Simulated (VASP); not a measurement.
# In3Se (Pm-3m) in VASP: further runs

Runs on In3Se. Level: PBEsol. Tasks: single point.

All numbers are computed with VASP 6.6.1; they aren't measurements. Logs are shortened: lines on timing, memory, paths and dates and some standing lists are left out, and cuts for length are marked.

### 1 The cell of the first run

Symmetry: Pm-3m, No. 221, cubic system. The conventional cell has a = 4.804 Å, b = 4.804 Å, c = 4.804 Å, α = 90.00°, β = 90.00°, γ = 90.00°. Within 4.5 Å of In (site symmetry 4/mmm) lie 8 In at 3.40 Å and 4 Se at 3.40 Å. Within 4.5 Å of Se (site symmetry m-3m) lie 12 In at 3.40 Å.

### 2 Single point, PBEsol

INCAR

```
PREC = Accurate
ENCUT = 500
EDIFF = 1E-6
ISMEAR = 0
SIGMA = 0.1
LREAL = F
LASPH = T
NELM = 120
ALGO = Normal
ISIF = 2
LWAVE = F
LCHARG = F
GGA = PS
NBANDS = 30
GGA_COMPAT = F
```

KPOINTS

```
Automatic mesh
0
Gamma
  4 4 4
  0.5 0.5 0.5
```

POSCAR

```
In3Se
1.0
    4.8037580000      0.0000000000      0.0000000000
    0.0000000000      4.8037580000      0.0000000000
    0.0000000000      0.0000000000      4.8037580000
In Se
3 1
Direct
    0.0000000000      0.5000000000      0.5000000000
    0.5000000000      0.0000000000      0.5000000000
    0.5000000000      0.5000000000      0.0000000000
    0.0000000000      0.0000000000      0.0000000000
```

Potentials or basis: VASP PAW PBE potentials, release 64 (In_d, Se).

On the command line:

```bash
cat potpaw_PBE.64/In_d/POTCAR potpaw_PBE.64/Se/POTCAR > POTCAR
mpirun -np 1 vasp_std > vasp.out
```

OUTCAR:

```text
PREC = Accurate
   ENCUT = 500
   EDIFF = 1E-6
   ISMEAR = 0
   LREAL = F
   LASPH = T
   NELM = 120
   ISIF = 2
   GGA = PS

 ion  position               nearest neighbor table
   1  0.000  0.500  0.500-   2 3.40   3 3.40   4 3.40   3 3.40   4 3.40   2 3.40   4 3.40   4 3.40
                             2 3.40   3 3.40   3 3.40   2 3.40
   2  0.500  0.000  0.500-   1 3.40   3 3.40   4 3.40   3 3.40   4 3.40   1 3.40   3 3.40   3 3.40
                             1 3.40   4 3.40   4 3.40   1 3.40
   3  0.500  0.500  0.000-   1 3.40   2 3.40   4 3.40   1 3.40   2 3.40   2 3.40   4 3.40   2 3.40
                             1 3.40   4 3.40   1 3.40   4 3.40
   4  0.000  0.000  0.000-   1 3.40   2 3.40   3 3.40   1 3.40   2 3.40   1 3.40   3 3.40   1 3.40
                             2 3.40   3 3.40   2 3.40   3 3.40

  LATTYP: Found a simple cubic cell.
 ALAT       =     4.8037580000

  Lattice vectors:

 A1 = (   4.8037580000,   0.0000000000,   0.0000000000)
 A2 = (   0.0000000000,   4.8037580000,   0.0000000000)
 A3 = (   0.0000000000,   0.0000000000,   4.8037580000)

Analysis of symmetry for initial positions (statically):
=====================================================================
 Subroutine PRICEL returns:
 Original cell was already a primitive cell.

 Routine SETGRP: Setting up the symmetry group for a
 simple cubic supercell.

 Subroutine GETGRP returns: Found 48 space group operations
 (whereof 48 operations were pure point group operations)
 out of a pool of 48 trial point group operations.

The static configuration has the point symmetry O_h .

Analysis of symmetry for dynamics (positions and initial velocities):
=====================================================================
 Subroutine PRICEL returns:
 Original cell was already a primitive cell.

 Routine SETGRP: Setting up the symmetry group for a
 simple cubic supercell.

 Subroutine GETGRP returns: Found 48 space group operations
 (whereof 48 operations were pure point group operations)
 out of a pool of 48 trial point group operations.

The dynamic configuration has the point symmetry O_h .

 Subroutine INISYM returns: Found 48 space group operations
 (whereof 48 operations are pure point group operations),
 and found     1 'primitive' translations

----------------------------------------------------------------------------------------

                                     Primitive cell

  volume of cell :     110.8520

  direct lattice vectors                    reciprocal lattice vectors
     4.803758000  0.000000000  0.000000000     0.208170353  0.000000000  0.000000000
     0.000000000  4.803758000  0.000000000     0.000000000  0.208170353  0.000000000
     0.000000000  0.000000000  4.803758000     0.000000000  0.000000000  0.208170353

  length of vectors
     4.803758000  4.803758000  4.803758000     0.208170353  0.208170353  0.208170353

  position of ions in fractional coordinates (direct lattice)
     0.000000000  0.500000000  0.500000000
     0.500000000  0.000000000  0.500000000
     0.500000000  0.500000000  0.000000000
     0.000000000  0.000000000  0.000000000

  ion indices of the primitive-cell ions
   primitive index   ion index
                 1           1
                 2           2
                 3           3
                 4           4

----------------------------------------------------------------------------------------

 KPOINTS: Automatic mesh

Automatic generation of k-mesh.
 Grid dimensions read from file:
 generate k-points for:    4    4    4

 Generating k-lattice:

  Cartesian coordinates                     Fractional coordinates (reciprocal lattice)
     0.052042588  0.000000000  0.000000000     0.250000000  0.000000000  0.000000000
     0.000000000  0.052042588  0.000000000     0.000000000  0.250000000  0.000000000
     0.000000000  0.000000000  0.052042588     0.000000000  0.000000000  0.250000000

  Length of vectors
     0.052042588  0.052042588  0.052042588

  Shift w.r.t. Gamma in fractional coordinates (k-lattice)
     0.500000000  0.500000000  0.500000000

 Subroutine IBZKPT returns following result:
 ===========================================

 Found      4 irreducible k-points:

 Following reciprocal coordinates:
            Coordinates               Weight
  0.125000  0.125000  0.125000      8.000000
  0.375000  0.125000  0.125000     24.000000
  0.375000  0.375000  0.125000     24.000000
  0.375000  0.375000  0.375000      8.000000
   k-points           NKPTS =      4   k-points in BZ     NKDIM =      4   number of bands    NBANDS=     30
   number of dos      NEDOS =    301   number of ions     NIONS =      4
   total plane-waves  NPLWV =  46656
   dimension x,y,z NGX =    36 NGY =   36 NGZ =   36
   dimension x,y,z NGXF=    72 NGYF=   72 NGZF=   72
   ions per type =               3   1
   NGX,Y,Z   is equivalent  to a cutoff of  12.46, 12.46, 12.46 a.u.
   NGXF,Y,Z  is equivalent  to a cutoff of  24.92, 24.92, 24.92 a.u.
 SYSTEM =  unknown system
   PREC   = accura    normal or accurate (medium, high low for compatibility)
   ISTART =      0    job   : 0-new  1-cont  2-samecut
   ICHARG =      2    charge: 1-file 2-atom 10-const
   ISPIN  =      1    spin polarized calculation?
   LNONCOLLINEAR =      F non collinear calculations
   LSORBIT =      F    spin-orbit coupling
   LASPH  =      T    aspherical Exc in radial PAW
   ENCUT  =  500.0 eV  36.75 Ry    6.06 a.u.   8.76  8.76  8.76*2*pi/ulx,y,z
   NELM   =    120;   NELMIN=  2; NELMDL= -5     # of ELM steps
   EDIFF  = 0.1E-05   stopping-criterion for ELM
   LREAL  =      F    real-space projection
   EDIFFG = 0.1E-04   stopping-criterion for IOM
   NSW    =      0    number of steps for IOM
   IBRION =     -1    ionic relax: 0-MD 1-quasi-New 2-CG
   NFREE  =      0    steps in history (QN), initial steepest desc. (CG)
   ISIF   =      2    stress and relaxation
   ISYM   =      2    0-nonsym 1-usesym 2-fastsym
   POTIM  = 0.5000    time-step for ionic-motion
   TEBEG  =    0.0;   TEEND  =   0.0 temperature during run
   PSTRESS=    0.0 pullay stress
   NELECT =      45.0000    total number of electrons
   NUPDOWN=      -1.0000    fix difference up-down
   EMIN   =  10.00;   EMAX   =-10.00  energy-range for DOS
   EFERMI =   0.00;   METHOD = LEGACY
   ISMEAR =     0;   SIGMA  =   0.10  broadening in eV -4-tet -1-fermi 0-gaus
   EFERMI_NEDOS =   21; number of points for ismear=-14 and -15
   IALGO  =     38    algorithm
   IMIX   =      4    mixing-type and parameters
     AMIX     =   0.40;   BMIX     =  1.00
     AMIX_MAG =   1.60;   BMIX_MAG =  1.00
  volume/ion in A,a.u.               =      27.71       187.02
  Fermi-wavevector in a.u.,A,eV,Ry     =   1.212173  2.290675 19.991897  1.469363
  Thomas-Fermi vector in A             =   2.347665
   LORBIT       =      0    0 simple, 1 ext, 2 COOP (PROOUT), +10 PAW based schemes
   GGA     = PS    functional components
   LHFCALC =     F    Hartree Fock is set to
   AEXX    =    0.0000 exact exchange contribution
   IVDW    =     0    specifies the selected vdW correction
   LEPSILON=     F    determine dielectric tensor
   LRPA    =     F    only Hartree local field effects (RPA)
 non-spin polarized calculation
 Gauss-broadening in eV      SIGMA  =   0.10
  energy-cutoff  :      500.00
  volume of cell :      110.85
 maximum number of plane-waves:      2830
 NGX is ok and might be reduce to    36
   NGX = 17   NGY = 17   NGZ = 17

 number of electron      45.0000024 magnetization

 Free energy of the ion-electron system (eV)
  ---------------------------------------------------
  ext. energy  EPLUGINS =         0.00000000
  ---------------------------------------------------
  free energy    TOTEN  =       -13.22357671 eV

  energy without entropy =      -13.21725247  energy(sigma->0) =      -13.22041459

 E-fermi :   5.5842     XC(G=0):  -9.9075

 val. band max:        5.4502530179   @ k =   0.3750   0.3750   0.1250
 cond. band min:       5.6801931625   @ k =   0.1250   0.1250   0.1250
 fundamental gap:      0.2299401445
 Fermi energy:         5.5841950577

 k-point     1 :       0.1250    0.1250    0.1250
  band No.  band energies     occupation
      1      -8.8785      2.00000
      2      -8.8568      2.00000
      3      -8.8568      2.00000
      4      -8.8529      2.00000
      5      -8.7417      2.00000
      6      -8.7417      2.00000
[... 22 lines left out ...]
     29      11.5677      0.00000
     30      11.8428      0.00000

 k-point     2 :       0.3750    0.1250    0.1250
  band No.  band energies     occupation
      1      -8.8531      2.00000
      2      -8.8032      2.00000
      3      -8.7765      2.00000
      4      -8.7577      2.00000
      5      -8.7347      2.00000
      6      -8.6834      2.00000
[... 22 lines left out ...]
     29       9.9676      0.00000
     30      12.1668      0.00000

 k-point     3 :       0.3750    0.3750    0.1250
  band No.  band energies     occupation
      1      -8.8082      2.00000
      2      -8.7855      2.00000
      3      -8.7573      2.00000
      4      -8.7479      2.00000
      5      -8.7477      2.00000
      6      -8.7009      2.00000
[... 22 lines left out ...]
     29      10.8013      0.00000
     30      11.4266      0.00000

 k-point     4 :       0.3750    0.3750    0.3750
  band No.  band energies     occupation
      1      -8.8496      2.00000
      2      -8.8065      2.00000
      3      -8.7818      2.00000
      4      -8.7818      2.00000
      5      -8.7524      2.00000
      6      -8.7524      2.00000
[... 22 lines left out ...]
     29      13.0134      0.00000
     30      13.4572      0.00000

------------------------ aborting loop because EDIFF is reached ----------------------------------------

  FORCE on cell =-STRESS in cart. coord.  units (eV):
  Direction    XX          YY          ZZ          XY          YZ          ZX
  --------------------------------------------------------------------------------------
  -------------------------------------------------------------------------------------
  Total       -2.4964214     -2.4964214     -2.4964214     -0.0000000     -0.0000000      0.0000000
  in kB      -36.0815445    -36.0815445    -36.0815445     -0.0000000     -0.0000000      0.0000000
  external PRESSURE =     -36.0815445 kB  Pullay stress =       0.0000000 kB

 VOLUME and BASIS-vectors are now :
 -----------------------------------------------------------------------------
  energy-cutoff  :      500.00
  volume of cell :      110.85
      direct lattice vectors                 reciprocal lattice vectors
     4.803758000  0.000000000  0.000000000     0.208170353  0.000000000  0.000000000
     0.000000000  4.803758000  0.000000000     0.000000000  0.208170353  0.000000000
     0.000000000  0.000000000  4.803758000     0.000000000  0.000000000  0.208170353

 POSITION                                       TOTAL-FORCE (eV/Angst)
 -----------------------------------------------------------------------------------
      0.00000      2.40188      2.40188         0.000000      0.000000      0.000000
      2.40188      0.00000      2.40188         0.000000      0.000000      0.000000
      2.40188      2.40188      0.00000         0.000000      0.000000      0.000000
      0.00000      0.00000      0.00000         0.000000      0.000000      0.000000
 -----------------------------------------------------------------------------------
    total drift:                                0.000000      0.000000      0.000000

  FREE ENERGIE OF THE ION-ELECTRON SYSTEM (eV)
  ---------------------------------------------------
  free  energy   TOTEN  =       -13.2235767140 eV

  energy  without entropy=      -13.2172524736  energy(sigma->0) =      -13.22041459
```

It took 19 s on 1 thread of Intel Xeon Platinum 8259CL at 2.50GHz (Skylake/Cascade Lake), shared host; peak memory 0.2 GiB.

Results:

```
Free energy            : -13.2236 eV
Pressure               : -3.6 GPa
Band gap on the k mesh : zero (an odd number of electrons rules out a gap without spin polarisation)
```

Caveat: the cell stands under tension; the PAW data sets were made with another functional, which shifts forces and pressure a little; spin-orbit coupling is left out, which moves the levels of the heavy elements.

### 3 Single point, PBEsol

INCAR

```
PREC = Accurate ; ENCUT = 500
EDIFF = 1E-6 ; ISMEAR = 0
SIGMA = 0.1 ; LREAL = F
LASPH = T ; NELM = 120
ALGO = Normal ; ISIF = 2
LWAVE = F ; LCHARG = F
GGA = PS ; NBANDS = 30
GGA_COMPAT = F
```

KPOINTS

```
Automatic mesh
0
Gamma
  6 6 6
  0.5 0.5 0.5
```

POSCAR is that of step 2.

Potentials or basis: VASP PAW PBE potentials, release 64 (In_d, Se).

On the command line:

```bash
cat potpaw_PBE.64/In_d/POTCAR potpaw_PBE.64/Se/POTCAR > POTCAR
mpirun -np 1 vasp_std > vasp.out
```

OUTCAR:

```text
PREC = Accurate
   ENCUT = 500
   EDIFF = 1E-6
   ISMEAR = 0
   LREAL = F
   LASPH = T
   NELM = 120
   ISIF = 2
   GGA = PS

 ion  position               nearest neighbor table
   1  0.000  0.500  0.500-   2 3.40   3 3.40   4 3.40   3 3.40   4 3.40   2 3.40   4 3.40   4 3.40
                             2 3.40   3 3.40   3 3.40   2 3.40
   2  0.500  0.000  0.500-   1 3.40   3 3.40   4 3.40   3 3.40   4 3.40   1 3.40   3 3.40   3 3.40
                             1 3.40   4 3.40   4 3.40   1 3.40
   3  0.500  0.500  0.000-   1 3.40   2 3.40   4 3.40   1 3.40   2 3.40   2 3.40   4 3.40   2 3.40
                             1 3.40   4 3.40   1 3.40   4 3.40
   4  0.000  0.000  0.000-   1 3.40   2 3.40   3 3.40   1 3.40   2 3.40   1 3.40   3 3.40   1 3.40
                             2 3.40   3 3.40   2 3.40   3 3.40

  LATTYP: Found a simple cubic cell.
 ALAT       =     4.8037580000

  Lattice vectors:

 A1 = (   4.8037580000,   0.0000000000,   0.0000000000)
 A2 = (   0.0000000000,   4.8037580000,   0.0000000000)
 A3 = (   0.0000000000,   0.0000000000,   4.8037580000)

Analysis of symmetry for initial positions (statically):
=====================================================================
 Subroutine PRICEL returns:
[... 164 lines left out ...]
 cond. band min:       5.9162717460   @ k =   0.2500   0.0833   0.0833
 fundamental gap:      0.2870421382
 Fermi energy:         5.7034027280

 k-point     1 :       0.0833    0.0833    0.0833
  band No.  band energies     occupation
      1      -8.8875      2.00000
      2      -8.8762      2.00000
      3      -8.8760      2.00000
      4      -8.8760      2.00000
      5      -8.7591      2.00000
      6      -8.7591      2.00000
[... 319 lines left out ...]
     29      13.5265      0.00000
     30      13.6416      0.00000

------------------------ aborting loop because EDIFF is reached ----------------------------------------

  FORCE on cell =-STRESS in cart. coord.  units (eV):
  Direction    XX          YY          ZZ          XY          YZ          ZX
  --------------------------------------------------------------------------------------
  -------------------------------------------------------------------------------------
  Total       -2.1749724     -2.1749724     -2.1749724     -0.0000000      0.0000000     -0.0000000
  in kB      -31.4355431    -31.4355431    -31.4355431     -0.0000000      0.0000000     -0.0000000
  external PRESSURE =     -31.4355431 kB  Pullay stress =       0.0000000 kB

 VOLUME and BASIS-vectors are now :
 -----------------------------------------------------------------------------
  energy-cutoff  :      500.00
  volume of cell :      110.85
      direct lattice vectors                 reciprocal lattice vectors
     4.803758000  0.000000000  0.000000000     0.208170353  0.000000000  0.000000000
     0.000000000  4.803758000  0.000000000     0.000000000  0.208170353  0.000000000
     0.000000000  0.000000000  4.803758000     0.000000000  0.000000000  0.208170353

 POSITION                                       TOTAL-FORCE (eV/Angst)
 -----------------------------------------------------------------------------------
      0.00000      2.40188      2.40188         0.000000      0.000000      0.000000
      2.40188      0.00000      2.40188         0.000000      0.000000      0.000000
      2.40188      2.40188      0.00000         0.000000      0.000000      0.000000
      0.00000      0.00000      0.00000         0.000000      0.000000      0.000000
 -----------------------------------------------------------------------------------
    total drift:                                0.000000      0.000000      0.000000

  FREE ENERGIE OF THE ION-ELECTRON SYSTEM (eV)
  ---------------------------------------------------
  free  energy   TOTEN  =       -13.1737506062 eV

  energy  without entropy=      -13.1692700342  energy(sigma->0) =      -13.17151032
```

Run time: 27 s. Hardware: 1 thread of Intel Xeon Platinum 8259CL at 2.50GHz (Skylake/Cascade Lake), shared host; peak memory 0.2 GiB.

Results:

| Quantity | Value |
| --- | --- |
| Free energy | -13.1738 eV |
| Pressure | -3.1 GPa |
| Band gap on the k mesh | zero (an odd number of electrons rules out a gap without spin polarisation) |

Caveat: the cell stands under tension; the PAW data sets were made with another functional, which shifts forces and pressure a little; spin-orbit coupling is left out, which moves the levels of the heavy elements.
